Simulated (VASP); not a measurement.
# Sb (P2_1/m) in VASP: electric field gradients with LDA

Aim: the electric field gradients of Sb with LDA.

Program: VASP 6.6.1. These are calculated values, not measurements. Logs are shortened: lines on timing, memory, paths and dates and some standing lists are left out, and cuts for length are marked.

## 1. The cell of the first run

Symmetry: P2_1/m, No. 11, monoclinic system. The conventional cell has a = 4.528 Å, b = 4.421 Å, c = 6.500 Å, α = 90.00°, β = 101.72°, γ = 90.00°. Sb (site symmetry m) has 7 Sb at 2.92 to 3.75 Å within 3.8 Å. Within 3.8 Å of Sb (site symmetry m) lie 7 Sb at 2.92 to 3.74 Å.

## 2. Electric field gradients, LDA

INCAR reads:

```
SYSTEM = Sb
ALGO     = Normal         ! electronic algorithm
EDIFF    = 1E-8           ! SCF threshold, eV
ENCUT    = 520            ! plane-wave cutoff, eV
ISIF     = 2              ! what is computed and relaxed
ISMEAR   = -1             ! smearing method
LASPH    = .True.         ! aspherical terms in the spheres
LCHARG   = .False.        ! write CHGCAR
LEFG     = .True.       
LREAL    = .False.        ! projectors in reciprocal space
LWAVE    = .False.        ! write WAVECAR
NBANDS   = 18             ! bands
NELM     = 60             ! most SCF steps
PREC     = Accurate       ! precision mode
SIGMA    = 0.08           ! smearing width, eV
```

KPOINTS reads:

```
k-points
0
Gamma
  9 9 7
  0 0 0
```

POSCAR reads:

```
Sb
1.0
    4.5277000000      0.0000000000      0.0000000000
    0.0000000000      4.4211000000      0.0000000000
   -1.3205190000      0.0000000000      6.3643480000
Sb
4
Direct
    0.6600700000      0.7500000000      0.3163300000
    0.0633620000      0.2500000000      0.2372420000
    0.9366380000      0.7500000000      0.7627580000
    0.3399300000      0.2500000000      0.6836700000
```

Potentials or basis: VASP PAW LDA potentials, release 64 (Sb).

Command:

```bash
$ cat potpaw_LDA.64/Sb/POTCAR > POTCAR
$ mpirun -np 1 vasp_std > vasp.out
```

OUTCAR:

```text
SYSTEM = Sb
   EDIFF = 1E-8
   ENCUT = 520
   ISIF = 2
   ISMEAR = -1
   LASPH = .True.
   LREAL = .False.
   NELM = 60
   PREC = Accurate

 ion  position               nearest neighbor table
   1  0.660  0.750  0.316-   3 2.92   2 2.98   2 2.98   2 3.45   2 3.45   4 3.75   4 3.75
   2  0.063  0.250  0.237-   4 2.92   1 2.98   1 2.98   1 3.45   1 3.45   3 3.74   3 3.74
   3  0.937  0.750  0.763-   1 2.92   4 2.98   4 2.98   4 3.45   4 3.45   2 3.74   2 3.74
   4  0.340  0.250  0.684-   2 2.92   3 2.98   3 2.98   3 3.45   3 3.45   1 3.75   1 3.75

  LATTYP: Found a simple monoclinic cell.
 ALAT       =     4.5277000000
 B/A-ratio  =     0.9764560373
 C/A-ratio  =     1.4355853266
 COS(beta)  =    -0.2031599047

  Lattice vectors:

 A1 = (   4.5277000000,   0.0000000000,   0.0000000000)
 A2 = (   0.0000000000,   4.4211000000,   0.0000000000)
 A3 = (  -1.3205190000,   0.0000000000,   6.3643480000)

Analysis of symmetry for initial positions (statically):
=====================================================================
 Subroutine PRICEL returns:
 Original cell was already a primitive cell.

 Routine SETGRP: Setting up the symmetry group for a
 simple monoclinic supercell.

 Subroutine GETGRP returns: Found  4 space group operations
 (whereof  2 operations were pure point group operations)
 out of a pool of  4 trial point group operations.

The static configuration has the point symmetry S_2 .
 The point group associated with its full space group is C_2h.

Analysis of symmetry for dynamics (positions and initial velocities):
=====================================================================
 Subroutine PRICEL returns:
 Original cell was already a primitive cell.

 Routine SETGRP: Setting up the symmetry group for a
 simple monoclinic supercell.

 Subroutine GETGRP returns: Found  4 space group operations
 (whereof  2 operations were pure point group operations)
 out of a pool of  4 trial point group operations.

The dynamic configuration has the point symmetry S_2 .
 The point group associated with its full space group is C_2h.

 Subroutine INISYM returns: Found  4 space group operations
 (whereof  2 operations are pure point group operations),
 and found     1 'primitive' translations

----------------------------------------------------------------------------------------

                                     Primitive cell

  volume of cell :     127.3978

  direct lattice vectors                    reciprocal lattice vectors
     4.527700000  0.000000000  0.000000000     0.220862690  0.000000000  0.045826120
     0.000000000  4.421100000  0.000000000     0.000000000  0.226188053  0.000000000
    -1.320519000  0.000000000  6.364348000     0.000000000  0.000000000  0.157125286

  length of vectors
     4.527700000  4.421100000  6.499899683     0.225566755  0.226188053  0.157125286

  position of ions in fractional coordinates (direct lattice)
     0.660070000  0.750000000  0.316330000
     0.063362000  0.250000000  0.237242000
     0.936638000  0.750000000  0.762758000
     0.339930000  0.250000000  0.683670000

  ion indices of the primitive-cell ions
   primitive index   ion index
                 1           1
                 2           2
                 3           3
                 4           4

----------------------------------------------------------------------------------------

 KPOINTS: k-points

Automatic generation of k-mesh.
 Grid dimensions read from file:
 generate k-points for:    9    9    7

 Generating k-lattice:

  Cartesian coordinates                     Fractional coordinates (reciprocal lattice)
     0.024540299  0.000000000  0.005091791     0.111111111  0.000000000  0.000000000
     0.000000000  0.025132006  0.000000000     0.000000000  0.111111111  0.000000000
     0.000000000  0.000000000  0.022446469     0.000000000  0.000000000  0.142857143

  Length of vectors
     0.025062973  0.025132006  0.022446469
[... 43 lines left out ...]
   NGXF,Y,Z  is equivalent  to a cutoff of  26.44, 27.07, 24.55 a.u.
 SYSTEM =  Sb
   PREC   = accura    normal or accurate (medium, high low for compatibility)
   ISTART =      0    job   : 0-new  1-cont  2-samecut
   ICHARG =      2    charge: 1-file 2-atom 10-const
   ISPIN  =      1    spin polarized calculation?
   LNONCOLLINEAR =      F non collinear calculations
   LSORBIT =      F    spin-orbit coupling
   LASPH  =      T    aspherical Exc in radial PAW
   ENCUT  =  520.0 eV  38.22 Ry    6.18 a.u.   8.42  8.22 12.09*2*pi/ulx,y,z
   NELM   =     60;   NELMIN=  2; NELMDL= -5     # of ELM steps
   EDIFF  = 0.1E-07   stopping-criterion for ELM
   LREAL  =      F    real-space projection
   EDIFFG = 0.1E-06   stopping-criterion for IOM
   NSW    =      0    number of steps for IOM
   IBRION =     -1    ionic relax: 0-MD 1-quasi-New 2-CG
   NFREE  =      0    steps in history (QN), initial steepest desc. (CG)
   ISIF   =      2    stress and relaxation
   ISYM   =      2    0-nonsym 1-usesym 2-fastsym
   POTIM  = 0.5000    time-step for ionic-motion
   TEBEG  =    0.0;   TEEND  =   0.0 temperature during run
   PSTRESS=    0.0 pullay stress
   NELECT =      20.0000    total number of electrons
   NUPDOWN=      -1.0000    fix difference up-down
   EMIN   =  10.00;   EMAX   =-10.00  energy-range for DOS
   EFERMI =   0.00;   METHOD = LEGACY
   ISMEAR =    -1;   SIGMA  =   0.08  broadening in eV -4-tet -1-fermi 0-gaus
   EFERMI_NEDOS =   21; number of points for ismear=-14 and -15
   IALGO  =     38    algorithm
   IMIX   =      4    mixing-type and parameters
     AMIX     =   0.40;   BMIX     =  1.00
     AMIX_MAG =   1.60;   BMIX_MAG =  1.00
  volume/ion in A,a.u.               =      31.85       214.93
  Fermi-wavevector in a.u.,A,eV,Ry     =   0.883143  1.668898 10.611741  0.779941
  Thomas-Fermi vector in A             =   2.003869
   LORBIT       =      0    0 simple, 1 ext, 2 COOP (PROOUT), +10 PAW based schemes
   GGA     = CA    functional components
   LHFCALC =     F    Hartree Fock is set to
   AEXX    =    0.0000 exact exchange contribution
   IVDW    =     0    specifies the selected vdW correction
   LEPSILON=     F    determine dielectric tensor
   LRPA    =     F    only Hartree local field effects (RPA)
 non-spin polarized calculation
  energy-cutoff  :      520.00
  volume of cell :      127.40
 maximum number of plane-waves:      3452
 NGX is ok and might be reduce to    36
   NGX = 17   NGY = 17   NGZ = 25

 number of electron      19.9999999 magnetization

 Free energy of the ion-electron system (eV)
  ---------------------------------------------------
  ext. energy  EPLUGINS =         0.00000000
  ---------------------------------------------------
  free energy    TOTEN  =       -18.69626849 eV

  energy without entropy =      -18.66952167  energy(sigma->0) =      -18.68289508

 E-fermi :   6.2497     XC(G=0):  -9.5055

 val. band max:        6.2481865167   @ k =   0.1111   0.4444   0.4286
 cond. band min:       6.2625047848   @ k =  -0.2222   0.1111   0.2857
 fundamental gap:      0.0143182681
 Fermi energy:         6.2496667094

 k-point     1 :       0.0000    0.0000    0.0000
  band No.  band energies     occupation
      1      -5.9543      2.00000
      2      -3.5487      2.00000
      3      -1.0904      2.00000
      4      -0.1281      2.00000
      5       2.0525      2.00000
      6       2.8731      2.00000
[... 481 lines left out ...]
      5       1.6882      2.00000
      6       2.1201      2.00000
[... 10 lines left out ...]
     17      12.5548      0.00000
     18      12.8261      0.00000

 [... further k-points ...]

------------------------ aborting loop because EDIFF is reached ----------------------------------------

  FORCE on cell =-STRESS in cart. coord.  units (eV):
  Direction    XX          YY          ZZ          XY          YZ          ZX
  --------------------------------------------------------------------------------------
  -------------------------------------------------------------------------------------
  Total       -2.6861842     -2.8714212     -2.2419987      0.0000000      0.0000000      0.0723890
  in kB      -33.7819318    -36.1115052    -28.1957757      0.0000000      0.0000000      0.9103765
  external PRESSURE =     -32.6964042 kB  Pullay stress =       0.0000000 kB

 VOLUME and BASIS-vectors are now :
 -----------------------------------------------------------------------------
  energy-cutoff  :      520.00
  volume of cell :      127.40
      direct lattice vectors                 reciprocal lattice vectors
     4.527700000  0.000000000  0.000000000     0.220862690  0.000000000  0.045826120
     0.000000000  4.421100000  0.000000000     0.000000000  0.226188053  0.000000000
    -1.320519000  0.000000000  6.364348000     0.000000000  0.000000000  0.157125286

 POSITION                                       TOTAL-FORCE (eV/Angst)
 -----------------------------------------------------------------------------------
      2.57088      3.31583      2.01323         0.093414     -0.000000      0.035509
     -0.02640      1.10528      1.50989        -0.042613     -0.000000      0.131090
      3.23358      3.31583      4.85446         0.042613     -0.000000     -0.131090
      0.63630      1.10528      4.35111        -0.093414      0.000000     -0.035509
 -----------------------------------------------------------------------------------
    total drift:                                0.000000      0.000000     -0.000000

  FREE ENERGIE OF THE ION-ELECTRON SYSTEM (eV)
  ---------------------------------------------------
  free  energy   TOTEN  =       -18.6962684940 eV

  energy  without entropy=      -18.6695216729  energy(sigma->0) =      -18.68289508

 Electric field gradients (V/A^2)
---------------------------------------------------------------------
 ion       V_xx      V_yy      V_zz      V_xy      V_xz      V_yz
---------------------------------------------------------------------
   1     -52.275    -3.241    55.516     0.000   -47.815    -0.000
   2      41.271    36.679   -77.949     0.000    75.452    -0.000
   3      41.271    36.679   -77.949    -0.000    75.452    -0.000
   4     -52.275    -3.241    55.516     0.000   -47.815    -0.000
---------------------------------------------------------------------

 Electric field gradients after diagonalization (V/A^2)
 (convention: |V_zz| > |V_xx| > |V_yy|)
----------------------------------------------------------------------
 ion       V_xx      V_yy      V_zz     asymmetry (V_yy - V_xx)/ V_zz
----------------------------------------------------------------------
   1     -70.428    -3.241    73.669       0.912
   2      77.819    36.679  -114.497       0.359
   3      77.819    36.679  -114.497       0.359
   4     -70.428    -3.241    73.669       0.912
----------------------------------------------------------------------

           NMR quadrupolar parameters

 Cq : quadrupolar parameter    Cq=e*Q*V_zz/h
 eta: asymmetry parameters     (V_yy - V_xx)/ V_zz
 Q  : nuclear electric quadrupole moment in mb (millibarn)
----------------------------------------------------------------------
 ion       Cq(MHz)       eta       Q (mb)
----------------------------------------------------------------------
   1       0.178       0.912       1.000
   2      -0.277       0.359       1.000
   3      -0.277       0.359       1.000
   4       0.178       0.912       1.000
----------------------------------------------------------------------
```

Wall time 1.7 min (1 thread of Intel Xeon Platinum 8559C (Emerald Rapids), shared host); peak memory 0.39 GiB.

What came out:

* Free energy: -18.6963 eV
* Pressure: -3.3 GPa
* Largest force: 0.138 eV/Å
* Band gap on the k mesh: zero (band 10 reaches 6.57 eV, above the bottom of band 11 at 6.05 eV)

Forces in eV/Å, atoms in the order of the input:
```
Sb   0.093  0.000  0.036
Sb  -0.043  0.000  0.131
Sb   0.043  0.000 -0.131
Sb  -0.093  0.000 -0.036
```

Electric field gradients, principal values (V/Å²):
```tsv
atom	least	middle	greatest (by size)
1 Sb	-3.241	-70.428	73.669
2 Sb	36.679	77.819	-114.497
3 Sb	36.679	77.819	-114.497
4 Sb	-3.241	-70.428	73.669
```

Caveat: without QUAD_EFG the Cq values of the log hold for a quadrupole moment of 1 mb, not for the nuclei; spin-orbit coupling is left out, which moves the levels of the heavy elements.
